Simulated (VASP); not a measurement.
# Pt (I4mm) in VASP: single point with PBEsol

Aim: the single point of Pt with PBEsol.

Program: VASP 6.6.1. These are calculated values, not measurements. Logs are shortened: lines on timing, memory, paths and dates and some standing lists are left out, and cuts for length are marked.

### Step 1. The cell of the first run

It takes space group I4mm (No. 107, tetragonal). Conventional cell: a = 5.541 Å, b = 5.541 Å, c = 7.836 Å, α = 90.00°, β = 90.00°, γ = 90.00°. Pt (site symmetry 4mm) has 12 Pt at 2.57 to 2.99 Å within 3.4 Å. Pt (site symmetry 2mm) has 12 Pt at 2.77 to 2.79 Å within 3.7 Å. Pt (site symmetry m) has 12 Pt at 2.57 to 2.99 Å within 3.4 Å. Within 3.7 Å of Pt (site symmetry 4mm) lie 13 Pt at 2.77 to 3.62 Å.

### Step 2. Single point, PBEsol (atom 1 (Pt) moved -0.300 Å along Cartesian [0 0 1])

File INCAR:

```
PREC = Accurate ; ENCUT = 520
EDIFF = 1E-6 ; ISMEAR = 0
SIGMA = 0.15 ; LREAL = F
LASPH = T ; NELM = 60
ALGO = Fast ; ISIF = 2
LWAVE = F ; LCHARG = F
GGA = PS ; NBANDS = 50
```

File KPOINTS:

```
Automatic mesh
0
Gamma
  14 14 14
```

File POSCAR:

```
Pt
1.0
   -3.9180606910      3.9180606910      0.0000000000
   -3.9180606910      0.0000000000      3.9180606910
    0.0000000000      3.9180606910      3.9180606910
Pt
8
Direct
    0.0382842462     -0.0382842462     -0.0382842462
    0.5000000000      0.0000000000      0.0000000000
    0.0000000000      0.5000000000      0.0000000000
    0.0000000000      0.0000000000      0.5000000000
    0.5000000000      0.5000000000      0.0000000000
    0.5000000000      0.0000000000      0.5000000000
    0.0000000000      0.5000000000      0.5000000000
    0.5000000000      0.5000000000      0.5000000000
```

Potentials or basis: VASP PAW PBE potentials, release 64 (Pt).

Started as:

```
cat potpaw_PBE.64/Pt/POTCAR > POTCAR
mpirun -np 1 vasp_std > vasp.out
```

OUTCAR:

```text
PREC = Accurate
   ENCUT = 520
   EDIFF = 1E-6
   ISMEAR = 0
   LREAL = F
   LASPH = T
   NELM = 60
   ISIF = 2
   GGA = PS

 ion  position               nearest neighbor table
   1  0.038  0.962  0.962-   3 2.57   4 2.57   5 2.57   6 2.57   7 2.79   2 2.79   7 2.79   2 2.79
                             4 2.99   5 2.99   6 2.99   3 2.99
   2  0.500  0.000  0.000-   5 2.77   6 2.77   4 2.77   6 2.77   8 2.77   3 2.77   5 2.77   8 2.77
                             3 2.77   4 2.77   1 2.79   1 2.79
   3  0.000  0.500  0.000-   1 2.57   5 2.77   7 2.77   4 2.77   7 2.77   8 2.77   2 2.77   4 2.77
                             2 2.77   5 2.77   8 2.77   1 2.99
   4  0.000  0.000  0.500-   1 2.57   6 2.77   7 2.77   2 2.77   3 2.77   3 2.77   7 2.77   8 2.77
                             2 2.77   6 2.77   8 2.77   1 2.99
   5  0.500  0.500  0.000-   1 2.57   2 2.77   3 2.77   8 2.77   6 2.77   7 2.77   8 2.77   2 2.77
                             6 2.77   3 2.77   7 2.77   1 2.99
   6  0.500  0.000  0.500-   1 2.57   2 2.77   4 2.77   8 2.77   2 2.77   5 2.77   5 2.77   7 2.77
                             8 2.77   4 2.77   7 2.77   1 2.99
   7  0.000  0.500  0.500-   3 2.77   4 2.77   8 2.77   3 2.77   5 2.77   4 2.77   6 2.77   5 2.77
                             6 2.77   8 2.77   1 2.79   1 2.79
   8  0.500  0.500  0.500-   5 2.77   6 2.77   7 2.77   2 2.77   3 2.77   5 2.77   2 2.77   4 2.77
                             6 2.77   3 2.77   4 2.77   7 2.77

  LATTYP: Found a face centered cubic cell.
 ALAT       =     7.8361213820

  Lattice vectors:

 A1 = (  -3.9180606910,   3.9180606910,   0.0000000000)
 A2 = (  -3.9180606910,   0.0000000000,   3.9180606910)
 A3 = (   0.0000000000,   3.9180606910,   3.9180606910)

Analysis of symmetry for initial positions (statically):
=====================================================================
 Subroutine PRICEL returns:
 Original cell was already a primitive cell.

 Routine SETGRP: Setting up the symmetry group for a
 face centered cubic supercell.

 Subroutine GETGRP returns: Found  8 space group operations
 (whereof  8 operations were pure point group operations)
 out of a pool of 48 trial point group operations.

The static configuration has the point symmetry C_4v.

Analysis of symmetry for dynamics (positions and initial velocities):
=====================================================================
 Subroutine PRICEL returns:
 Original cell was already a primitive cell.

 Routine SETGRP: Setting up the symmetry group for a
 face centered cubic supercell.

 Subroutine GETGRP returns: Found  8 space group operations
 (whereof  8 operations were pure point group operations)
 out of a pool of 48 trial point group operations.

The dynamic configuration has the point symmetry C_4v.

 Subroutine INISYM returns: Found  8 space group operations
 (whereof  8 operations are pure point group operations),
 and found     1 'primitive' translations

----------------------------------------------------------------------------------------

                                     Primitive cell

  volume of cell :     120.2939

  direct lattice vectors                    reciprocal lattice vectors
    -3.918060691  3.918060691  0.000000000    -0.127614154  0.127614154 -0.127614154
    -3.918060691  0.000000000  3.918060691    -0.127614154 -0.127614154  0.127614154
     0.000000000  3.918060691  3.918060691     0.127614154  0.127614154  0.127614154

  length of vectors
     5.540974567  5.540974567  5.540974567     0.221034198  0.221034198  0.221034198

  position of ions in fractional coordinates (direct lattice)
     0.038284246  0.961715754  0.961715754
     0.500000000  0.000000000  0.000000000
     0.000000000  0.500000000  0.000000000
     0.000000000  0.000000000  0.500000000
     0.500000000  0.500000000  0.000000000
     0.500000000  0.000000000  0.500000000
     0.000000000  0.500000000  0.500000000
     0.500000000  0.500000000  0.500000000

  ion indices of the primitive-cell ions
   primitive index   ion index
                 1           1
                 2           2
                 3           3
                 4           4
                 5           5
                 6           6
                 7           7
                 8           8

----------------------------------------------------------------------------------------

 KPOINTS: Automatic mesh

Automatic generation of k-mesh.
 Grid dimensions read from file:
 generate k-points for:   14   14   14

 Generating k-lattice:

  Cartesian coordinates                     Fractional coordinates (reciprocal lattice)
    -0.009115297  0.009115297 -0.009115297     0.071428571  0.000000000  0.000000000
    -0.009115297 -0.009115297  0.009115297     0.000000000  0.071428571  0.000000000
     0.009115297  0.009115297  0.009115297     0.000000000  0.000000000  0.071428571

  Length of vectors
     0.015788157  0.015788157  0.015788157

  Shift w.r.t. Gamma in fractional coordinates (k-lattice)
     0.000000000  0.000000000  0.000000000

 Subroutine IBZKPT returns following result:
 ===========================================

 Found    244 irreducible k-points:

 Following reciprocal coordinates:
            Coordinates               Weight
  0.000000  0.000000  0.000000      1.000000
  0.071429  0.000000  0.000000      8.000000
  0.142857  0.000000  0.000000      8.000000
  0.214286  0.000000  0.000000      8.000000
  0.285714  0.000000  0.000000      8.000000
  0.357143  0.000000  0.000000      8.000000
[... 16 lines left out ...]
 -0.428571  0.071429  0.000000     16.000000
  0.000000 -0.428571  0.071429      8.000000
 [... further k-points ...]
   k-points           NKPTS =    244   k-points in BZ     NKDIM =    244   number of bands    NBANDS=     50
   number of dos      NEDOS =    301   number of ions     NIONS =      8
   total plane-waves  NPLWV =  74088
   dimension x,y,z NGX =    42 NGY =   42 NGZ =   42
   dimension x,y,z NGXF=    84 NGYF=   84 NGZF=   84
   ions per type =               8
   NGX,Y,Z   is equivalent  to a cutoff of  12.60, 12.60, 12.60 a.u.
   NGXF,Y,Z  is equivalent  to a cutoff of  25.20, 25.20, 25.20 a.u.
 SYSTEM =  unknown system
   PREC   = accura    normal or accurate (medium, high low for compatibility)
   ISTART =      0    job   : 0-new  1-cont  2-samecut
   ICHARG =      2    charge: 1-file 2-atom 10-const
   ISPIN  =      1    spin polarized calculation?
   LNONCOLLINEAR =      F non collinear calculations
   LSORBIT =      F    spin-orbit coupling
   LASPH  =      T    aspherical Exc in radial PAW
   ENCUT  =  520.0 eV  38.22 Ry    6.18 a.u.  10.30 10.30 10.30*2*pi/ulx,y,z
   NELM   =     60;   NELMIN=  2; NELMDL= -5     # of ELM steps
   EDIFF  = 0.1E-05   stopping-criterion for ELM
   LREAL  =      F    real-space projection
   EDIFFG = 0.1E-04   stopping-criterion for IOM
   NSW    =      0    number of steps for IOM
   IBRION =     -1    ionic relax: 0-MD 1-quasi-New 2-CG
   NFREE  =      0    steps in history (QN), initial steepest desc. (CG)
   ISIF   =      2    stress and relaxation
   ISYM   =      2    0-nonsym 1-usesym 2-fastsym
   POTIM  = 0.5000    time-step for ionic-motion
   TEBEG  =    0.0;   TEEND  =   0.0 temperature during run
   PSTRESS=    0.0 pullay stress
   NELECT =      80.0000    total number of electrons
   NUPDOWN=      -1.0000    fix difference up-down
   EMIN   =  10.00;   EMAX   =-10.00  energy-range for DOS
   EFERMI =   0.00;   METHOD = LEGACY
   ISMEAR =     0;   SIGMA  =   0.15  broadening in eV -4-tet -1-fermi 0-gaus
   EFERMI_NEDOS =   21; number of points for ismear=-14 and -15
   IALGO  =     68    algorithm
   IMIX   =      4    mixing-type and parameters
     AMIX     =   0.40;   BMIX     =  1.00
     AMIX_MAG =   1.60;   BMIX_MAG =  1.00
  volume/ion in A,a.u.               =      15.04       101.47
  Fermi-wavevector in a.u.,A,eV,Ry     =   1.428972  2.700365 27.782559  2.041961
  Thomas-Fermi vector in A             =   2.548976
   LORBIT       =      0    0 simple, 1 ext, 2 COOP (PROOUT), +10 PAW based schemes
   GGA     = PS    functional components
   LHFCALC =     F    Hartree Fock is set to
   AEXX    =    0.0000 exact exchange contribution
   IVDW    =     0    specifies the selected vdW correction
   LEPSILON=     F    determine dielectric tensor
   LRPA    =     F    only Hartree local field effects (RPA)
 non-spin polarized calculation
 RMM-DIIS sequential band-by-band and
 Gauss-broadening in eV      SIGMA  =   0.15
  energy-cutoff  :      520.00
  volume of cell :      120.29
 maximum number of plane-waves:      3287
 NGX is ok and might be reduce to    42
   NGX = 21   NGY = 21   NGZ = 21

 number of electron      80.0000002 magnetization

 Free energy of the ion-electron system (eV)
  ---------------------------------------------------
  ext. energy  EPLUGINS =         0.00000000
  ---------------------------------------------------
  free energy    TOTEN  =       -55.18416980 eV

  energy without entropy =      -55.01364288  energy(sigma->0) =      -55.09890634

 E-fermi :  11.1769     XC(G=0): -13.6348

 val. band max:       11.1767492832   @ k =   0.5000   0.1429   0.0000
 cond. band min:      11.1778060870   @ k =   0.1429   0.0714   0.0000
 fundamental gap:      0.0010568039
 Fermi energy:        11.1769196653

 k-point     1 :       0.0000    0.0000    0.0000
  band No.  band energies     occupation
      1       0.8155      2.00000
      2       3.7217      2.00000
      3       3.7312      2.00000
      4       3.7312      2.00000
      5       3.7496      2.00000
      6       3.9238      2.00000
[... 42 lines left out ...]
     49      16.8973      0.00000
     50      16.9331      0.00000

 k-point     2 :       0.0714    0.0000    0.0000
  band No.  band energies     occupation
      1       0.8671      2.00000
      2       3.7280      2.00000
      3       3.7635      2.00000
      4       3.7726      2.00000
      5       3.7876      2.00000
      6       3.9576      2.00000
[... 1158 lines left out ...]
 k-point    24 :       0.0000   -0.4286    0.0714
  band No.  band energies     occupation
      1       2.6172      2.00000
      2       3.1716      2.00000
      3       4.6248      2.00000
      4       4.7132      2.00000
      5       4.7872      2.00000
      6       4.8109      2.00000
[... 42 lines left out ...]
     49      17.6998      0.00000
     50      17.7442      0.00000

 [... further k-points ...]

------------------------ aborting loop because EDIFF is reached ----------------------------------------

  FORCE on cell =-STRESS in cart. coord.  units (eV):
  Direction    XX          YY          ZZ          XY          YZ          ZX
  --------------------------------------------------------------------------------------
  -------------------------------------------------------------------------------------
  Total        2.4201737      2.4201737      2.4403025      0.0000000      0.0000000     -0.0000000
  in kB       32.2339584     32.2339584     32.5020511      0.0000000      0.0000000     -0.0000000
  external PRESSURE =      32.3233226 kB  Pullay stress =       0.0000000 kB

 VOLUME and BASIS-vectors are now :
 -----------------------------------------------------------------------------
  energy-cutoff  :      520.00
  volume of cell :      120.29
      direct lattice vectors                 reciprocal lattice vectors
    -3.918060691  3.918060691  0.000000000    -0.127614154  0.127614154 -0.127614154
    -3.918060691  0.000000000  3.918060691    -0.127614154 -0.127614154  0.127614154
     0.000000000  3.918060691  3.918060691     0.127614154  0.127614154  0.127614154

 POSITION                                       TOTAL-FORCE (eV/Angst)
 -----------------------------------------------------------------------------------
     -3.91806      3.91806      7.53612        -0.000000     -0.000000      4.151581
     -1.95903      1.95903      0.00000        -0.000000     -0.000000      0.091980
     -1.95903      0.00000      1.95903         1.231160     -0.000000     -1.045711
      0.00000      1.95903      1.95903        -0.000000     -1.231160     -1.045711
     -3.91806      1.95903      1.95903        -0.000000      1.231160     -1.045711
     -1.95903      3.91806      1.95903        -1.231160     -0.000000     -1.045711
     -1.95903      1.95903      3.91806        -0.000000     -0.000000      0.091980
     -3.91806      3.91806      3.91806        -0.000000     -0.000000     -0.152698
 -----------------------------------------------------------------------------------
    total drift:                               -0.000000      0.000000     -0.000011

  FREE ENERGIE OF THE ION-ELECTRON SYSTEM (eV)
  ---------------------------------------------------
  free  energy   TOTEN  =       -55.1841698035 eV

  energy  without entropy=      -55.0136428801  energy(sigma->0) =      -55.09890634
```

It took 48 min on 1 thread of Oxide Virtual Turin-like, shared host; peak memory 0.95 GiB.

What came out:

```
Free energy            : -55.1842 eV
Pressure               : 3.2 GPa
Largest force          : 4.152 eV/Å
Band gap on the k mesh : zero (bands 40 and 41 overlap by 0.76 eV)
```

Forces on the atoms (eV/Å):
```
Pt   0.000  0.000  4.152
Pt   0.000  0.000  0.092
Pt   1.231  0.000 -1.046
Pt   0.000 -1.231 -1.046
Pt   0.000  1.231 -1.046
Pt  -1.231  0.000 -1.046
Pt   0.000  0.000  0.092
Pt   0.000  0.000 -0.153
```

Caveat: the cell differs from its parent crystal (atom 1 (Pt) moved -0.300 Å along Cartesian [0 0 1]); the cell stands under pressure; the PAW data sets were made with another functional, which shifts forces and pressure a little; spin-orbit coupling is left out, which moves the levels of the heavy elements.
